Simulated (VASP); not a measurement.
Runs of VASP 6.6.1 on Ca3Y. The structure is that of space group Pm-3m (No. 221), or close to it. The cells are those of the table. 

```tsv
cell	gap on the mesh (eV)	pressure (GPa)
a = 5.431 Å, 4 atoms	none	-2.3
a = 5.321 Å, 4 atoms	none	-1.3
a = 5.376 Å, 4 atoms	none	(a)
a = 5.484 Å, 4 atoms	none	-2.8
a = 5.536 Å, 4 atoms	none	(b)
```

Alike in all rows: task single point; level LDA; potentials or basis VASP PAW LDA potentials, release 64 (Ca_sv, Y_sv); no spin polarisation; k mesh 5 × 5 × 5; cutoff (eV) 520; smearing methfessel-paxton 0.1 eV.

Problem. Fill in the values left out.

Solution. (a) -1.9; (b) -3.2.

Caveats: the cell stands under tension (at least some runs).

A k mesh can miss the band edges, and the runs leave out spin-orbit coupling on Y.

A gap of «none» marks levels without a gap at the run's occupations.
